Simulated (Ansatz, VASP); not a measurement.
V: VASP beside Ansatz

```
V
1.0
     4.23854    0.00000    0.00000
    -2.11927    3.67068    0.00000
     0.00000    0.00000   25.00560
V
5
Direct
  0.83333 0.16667 0.43990
  0.16667 0.83333 0.47270
  0.50000 0.50000 0.50000
  0.83333 0.16667 0.52730
  0.16667 0.83333 0.56010
```

Alike in both runs: task single point; functional PBE; k mesh 9 × 9 × 1; occupations fermi-dirac, width 0.05 eV; no spin polarisation.

|  | VASP | Ansatz |
| --- | --- | --- |
| version | VASP 6.6.1 | Ansatz 0.2.0 |
| potentials or method | VASP PAW PBE potentials, release 64 (V_sv), cutoff 400 eV | all-electron LAPW, scalar-relativistic |

```csv
,VASP,Ansatz,Ansatz less VASP
rms of the force components (eV/Å),0.060,0.002,-0.0572
```

Atom by atom the forces differ by 0.062 eV/Å (rms over components). Ansatz ran all-electron here, and VASP with PAW potentials.
